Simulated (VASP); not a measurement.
# I (Cmce) in VASP: single point with LDA

Aim: the single point of I with LDA.

All numbers are computed with VASP 6.6.1; they aren't measurements. Logs are shortened: lines on timing, memory, paths and dates and some standing lists are left out, and cuts for length are marked.

## (1) The cell of the first run

It takes space group Cmce (No. 64, orthorhombic). Conventional cell: a = 7.163 Å, b = 4.320 Å, c = 9.534 Å, α = 90.00°, β = 90.00°, γ = 90.00°. Within 3.7 Å of I (site symmetry m) lie 4 I at 2.81 to 3.63 Å.

## (2) Single point, LDA

INCAR reads:

```
SYSTEM = I
PREC = Accurate
ENCUT = 520
EDIFF = 1E-6
ISMEAR = 0
SIGMA = 0.02
LREAL = .False.
LASPH = .True.
NELM = 100
ALGO = Normal
ISIF = 2
LWAVE = .False.
LCHARG = .True.
GGA = CA
LELF = .True.
LVHAR = .True.
NBANDS = 22
```

KPOINTS reads:

```
regular mesh
0
Gamma
  8 8 4
  0 0 0
```

POSCAR reads:

```
I
1.0
    3.5814898422     -2.1601254944      0.0000000000
    3.5814898422      2.1601254944      0.0000000000
    0.0000000000      0.0000000000      9.5340806200
I
4
Direct
    0.8211372416      0.1788627584      0.8769060534
    0.3211372416      0.6788627584      0.6230939466
    0.1788627584      0.8211372416      0.1230939466
    0.6788627584      0.3211372416      0.3769060534
```

Potentials or basis: VASP PAW LDA potentials, release 64 (I).

Launch:

```sh
$ cat potpaw_LDA.64/I/POTCAR > POTCAR
$ mpirun -np 1 vasp_std > vasp.out
```

OUTCAR:

```text
SYSTEM = I
   PREC = Accurate
   ENCUT = 520
   EDIFF = 1E-6
   ISMEAR = 0
   LREAL = .False.
   LASPH = .True.
   NELM = 100
   ISIF = 2
   GGA = CA

 ion  position               nearest neighbor table
   1  0.821  0.179  0.877-   3 2.81   2 3.24   2 3.24
   2  0.321  0.679  0.623-   4 2.81   1 3.24   1 3.24
   3  0.179  0.821  0.123-   1 2.81   4 3.24   4 3.24
   4  0.679  0.321  0.377-   2 2.81   3 3.24   3 3.24

  LATTYP: Found a base centered orthorhombic cell.
 ALAT       =     4.3202509888
 B/A-ratio  =     1.6580008205
 C/A-ratio  =     2.2068348910

  Lattice vectors:

 A1 = (  -3.5814898422,  -2.1601254944,   0.0000000000)
 A2 = (   3.5814898422,  -2.1601254944,   0.0000000000)
 A3 = (   0.0000000000,   0.0000000000,   9.5340806200)

Analysis of symmetry for initial positions (statically):
=====================================================================
 Subroutine PRICEL returns:
 Original cell was already a primitive cell.

 Routine SETGRP: Setting up the symmetry group for a
 base centered orthorhombic supercell.

 Subroutine GETGRP returns: Found  8 space group operations
 (whereof  4 operations were pure point group operations)
 out of a pool of  8 trial point group operations.

The static configuration has the point symmetry C_2h.
 The point group associated with its full space group is D_2h.

Analysis of symmetry for dynamics (positions and initial velocities):
=====================================================================
 Subroutine PRICEL returns:
 Original cell was already a primitive cell.

 Routine SETGRP: Setting up the symmetry group for a
 base centered orthorhombic supercell.

 Subroutine GETGRP returns: Found  8 space group operations
 (whereof  4 operations were pure point group operations)
 out of a pool of  8 trial point group operations.

The dynamic configuration has the point symmetry C_2h.
 The point group associated with its full space group is D_2h.

 Subroutine INISYM returns: Found  8 space group operations
 (whereof  4 operations are pure point group operations),
 and found     1 'primitive' translations

----------------------------------------------------------------------------------------

                                     Primitive cell

  volume of cell :     147.5202

  direct lattice vectors                    reciprocal lattice vectors
     3.581489842 -2.160125494  0.000000000     0.139606706 -0.231468033  0.000000000
     3.581489842  2.160125494  0.000000000     0.139606706  0.231468033  0.000000000
     0.000000000  0.000000000  9.534080620     0.000000000  0.000000000  0.104886883

  length of vectors
     4.182488690  4.182488690  9.534080620     0.270309976  0.270309976  0.104886883

  position of ions in fractional coordinates (direct lattice)
     0.821137242  0.178862758  0.876906053
     0.321137242  0.678862758  0.623093947
     0.178862758  0.821137242  0.123093947
     0.678862758  0.321137242  0.376906053

  ion indices of the primitive-cell ions
   primitive index   ion index
                 1           1
                 2           2
                 3           3
                 4           4

----------------------------------------------------------------------------------------

 KPOINTS: regular mesh

Automatic generation of k-mesh.
 Grid dimensions read from file:
 generate k-points for:    8    8    4

 Generating k-lattice:

  Cartesian coordinates                     Fractional coordinates (reciprocal lattice)
     0.017450838 -0.028933504  0.000000000     0.125000000  0.000000000  0.000000000
     0.017450838  0.028933504  0.000000000     0.000000000  0.125000000  0.000000000
     0.000000000  0.000000000  0.026221721     0.000000000  0.000000000  0.250000000

  Length of vectors
     0.033788747  0.033788747  0.026221721

  Shift w.r.t. Gamma in fractional coordinates (k-lattice)
     0.000000000  0.000000000  0.000000000

 Subroutine IBZKPT returns following result:
 ===========================================

 Found     63 irreducible k-points:

 Following reciprocal coordinates:
            Coordinates               Weight
  0.000000  0.000000  0.000000      1.000000
  0.125000  0.000000  0.000000      4.000000
  0.250000  0.000000  0.000000      4.000000
  0.375000  0.000000  0.000000      4.000000
  0.500000  0.000000  0.000000      2.000000
  0.125000  0.125000  0.000000      2.000000
[... 16 lines left out ...]
  0.125000  0.000000  0.250000      8.000000
  0.250000  0.000000  0.250000      8.000000
 [... further k-points ...]
   k-points           NKPTS =     63   k-points in BZ     NKDIM =     63   number of bands    NBANDS=     22
   number of dos      NEDOS =    301   number of ions     NIONS =      4
   total plane-waves  NPLWV =  73728
   dimension x,y,z NGX =    32 NGY =   32 NGZ =   72
   dimension x,y,z NGXF=    64 NGYF=   64 NGZF=  144
   ions per type =               4
   NGX,Y,Z   is equivalent  to a cutoff of  12.72, 12.72, 12.55 a.u.
   NGXF,Y,Z  is equivalent  to a cutoff of  25.44, 25.44, 25.11 a.u.
 SYSTEM =  I
   PREC   = accura    normal or accurate (medium, high low for compatibility)
   ISTART =      0    job   : 0-new  1-cont  2-samecut
   ICHARG =      2    charge: 1-file 2-atom 10-const
   ISPIN  =      1    spin polarized calculation?
   LNONCOLLINEAR =      F non collinear calculations
   LSORBIT =      F    spin-orbit coupling
   LASPH  =      T    aspherical Exc in radial PAW
   ENCUT  =  520.0 eV  38.22 Ry    6.18 a.u.   7.78  7.78 17.73*2*pi/ulx,y,z
   NELM   =    100;   NELMIN=  2; NELMDL= -5     # of ELM steps
   EDIFF  = 0.1E-05   stopping-criterion for ELM
   LREAL  =      F    real-space projection
   EDIFFG = 0.1E-04   stopping-criterion for IOM
   NSW    =      0    number of steps for IOM
   IBRION =     -1    ionic relax: 0-MD 1-quasi-New 2-CG
   NFREE  =      0    steps in history (QN), initial steepest desc. (CG)
   ISIF   =      2    stress and relaxation
   ISYM   =      2    0-nonsym 1-usesym 2-fastsym
   POTIM  = 0.5000    time-step for ionic-motion
   TEBEG  =    0.0;   TEEND  =   0.0 temperature during run
   PSTRESS=    0.0 pullay stress
   NELECT =      28.0000    total number of electrons
   NUPDOWN=      -1.0000    fix difference up-down
   EMIN   =  10.00;   EMAX   =-10.00  energy-range for DOS
   EFERMI =   0.00;   METHOD = LEGACY
   ISMEAR =     0;   SIGMA  =   0.02  broadening in eV -4-tet -1-fermi 0-gaus
   EFERMI_NEDOS =   21; number of points for ismear=-14 and -15
   IALGO  =     38    algorithm
   IMIX   =      4    mixing-type and parameters
     AMIX     =   0.40;   BMIX     =  1.00
     AMIX_MAG =   1.60;   BMIX_MAG =  1.00
  volume/ion in A,a.u.               =      36.88       248.88
  Fermi-wavevector in a.u.,A,eV,Ry     =   0.940828  1.777908 12.043302  0.885158
  Thomas-Fermi vector in A             =   2.068279
   LORBIT       =      0    0 simple, 1 ext, 2 COOP (PROOUT), +10 PAW based schemes
   GGA     = CA    functional components
   LHFCALC =     F    Hartree Fock is set to
   AEXX    =    0.0000 exact exchange contribution
   IVDW    =     0    specifies the selected vdW correction
   LEPSILON=     F    determine dielectric tensor
   LRPA    =     F    only Hartree local field effects (RPA)
 non-spin polarized calculation
 Gauss-broadening in eV      SIGMA  =   0.02
  energy-cutoff  :      520.00
  volume of cell :      147.52
 maximum number of plane-waves:      3998
   NGX = 15   NGY = 15   NGZ = 35

 number of electron      27.9999997 magnetization

 Free energy of the ion-electron system (eV)
  ---------------------------------------------------
  ext. energy  EPLUGINS =         0.00000000
  ---------------------------------------------------
  free energy    TOTEN  =        -8.10356957 eV

  energy without entropy =       -8.10356957  energy(sigma->0) =       -8.10356957

 E-fermi :   4.1303     XC(G=0):  -9.0218

 val. band max:        4.0066980693   @ k =   0.5000   0.0000   0.5000
 cond. band min:       4.6999510981   @ k =   0.5000   0.3750   0.0000
 fundamental gap:      0.6932530289
 Fermi energy:         4.1303246680

 k-point     1 :       0.0000    0.0000    0.0000
  band No.  band energies     occupation
      1     -10.0914      2.00000
      2      -9.1326      2.00000
      3      -8.5324      2.00000
      4      -6.8159      2.00000
      5      -1.0345      2.00000
      6       0.8541      2.00000
[... 14 lines left out ...]
     21      10.7810      0.00000
     22      11.7180      0.00000

 k-point     2 :       0.1250    0.0000    0.0000
  band No.  band energies     occupation
      1     -10.0019      2.00000
      2      -9.0898      2.00000
      3      -8.4657      2.00000
      4      -6.8908      2.00000
      5      -0.9854      2.00000
      6       0.6317      2.00000
[... 14 lines left out ...]
     21      10.9539      0.00000
     22      11.0499      0.00000

 k-point     3 :       0.2500    0.0000    0.0000
  band No.  band energies     occupation
      1      -9.7514      2.00000
      2      -8.9947      2.00000
      3      -8.2844      2.00000
      4      -7.1109      2.00000
      5      -0.9769      2.00000
      6      -0.1837      2.00000
[... 14 lines left out ...]
     21      11.1712      0.00000
     22      11.8198      0.00000

 k-point     4 :       0.3750    0.0000    0.0000
  band No.  band energies     occupation
      1      -9.4031      2.00000
      2      -8.9499      2.00000
      3      -8.0365      2.00000
      4      -7.4320      2.00000
      5      -1.2017      2.00000
      6      -0.9416      2.00000
[... 14 lines left out ...]
     21      11.7888      0.00000
     22      12.5284      0.00000

 k-point     5 :       0.5000    0.0000    0.0000
  band No.  band energies     occupation
      1      -9.0859      2.00000
      2      -9.0859      2.00000
      3      -7.7560      2.00000
      4      -7.7560      2.00000
      5      -1.2911      2.00000
      6      -1.2911      2.00000
[... 417 lines left out ...]
 k-point    22 :       0.0000    0.0000    0.2500
  band No.  band energies     occupation
      1     -10.0131      2.00000
      2      -9.4272      2.00000
      3      -8.1444      2.00000
      4      -7.0274      2.00000
      5      -0.7745      2.00000
      6       0.5491      2.00000
[... 14 lines left out ...]
     21      10.8175      0.00000
     22      11.3045      0.00000

 k-point    23 :       0.1250    0.0000    0.2500
  band No.  band energies     occupation
      1      -9.9259      2.00000
      2      -9.3624      2.00000
      3      -8.1091      2.00000
      4      -7.0799      2.00000
      5      -0.8030      2.00000
      6       0.2254      2.00000
[... 14 lines left out ...]
     21      10.8547      0.00000
     22      10.9606      0.00000

 k-point    24 :       0.2500    0.0000    0.2500
  band No.  band energies     occupation
      1      -9.6834      2.00000
      2      -9.1989      2.00000
      3      -8.0238      2.00000
      4      -7.2449      2.00000
      5      -0.9293      2.00000
      6      -0.3315      2.00000
[... 14 lines left out ...]
     21      10.9030      0.00000
     22      11.4225      0.00000

 [... further k-points ...]
[... 5 lines left out ...]
  --------------------------------------------------------------------------------------
  -------------------------------------------------------------------------------------
  Total       -0.0297730     -0.0185396     -0.0022510      0.0000000      0.0000000      0.0000000
  in kB       -0.3233562     -0.2013531     -0.0244479      0.0000000      0.0000000      0.0000000
  external PRESSURE =      -0.1830524 kB  Pullay stress =       0.0000000 kB

 VOLUME and BASIS-vectors are now :
 -----------------------------------------------------------------------------
  energy-cutoff  :      520.00
  volume of cell :      147.52
      direct lattice vectors                 reciprocal lattice vectors
     3.581489842 -2.160125494  0.000000000     0.139606706 -0.231468033  0.000000000
     3.581489842  2.160125494  0.000000000     0.139606706  0.231468033  0.000000000
     0.000000000  0.000000000  9.534080620     0.000000000  0.000000000  0.104886883

 POSITION                                       TOTAL-FORCE (eV/Angst)
 -----------------------------------------------------------------------------------
      3.58149     -1.38739      8.36049         0.000000     -0.001881      0.009132
      3.58149      0.77273      5.94063         0.000000     -0.001881     -0.009132
      3.58149      1.38739      1.17359         0.000000      0.001881     -0.009132
      3.58149     -0.77273      3.59345         0.000000      0.001881      0.009132
 -----------------------------------------------------------------------------------
    total drift:                                0.000000      0.000000      0.000000

  FREE ENERGIE OF THE ION-ELECTRON SYSTEM (eV)
  ---------------------------------------------------
  free  energy   TOTEN  =        -8.1035695660 eV

  energy  without entropy=       -8.1035695660  energy(sigma->0) =       -8.10356957
```

Wall time 1.7 min (1 thread of Intel Xeon Platinum 8488C (Sapphire Rapids), shared host); peak memory 0.29 GiB.

What came out:

```yaml
Free_energy: -8.1036 eV
Pressure: 0.0 GPa
Largest_force: 0.009 eV/Å
Band_gap_on_the_k_mesh: 0.69 eV (least direct gap 1.06 eV)
```

Forces in eV/Å, atoms in the order of the input:
```
I    0.000 -0.002  0.009
I    0.000 -0.002 -0.009
I    0.000  0.002 -0.009
I    0.000  0.002  0.009
```

Caveat: spin-orbit coupling is left out, which moves the levels of the heavy elements. A k mesh can miss the band edges.
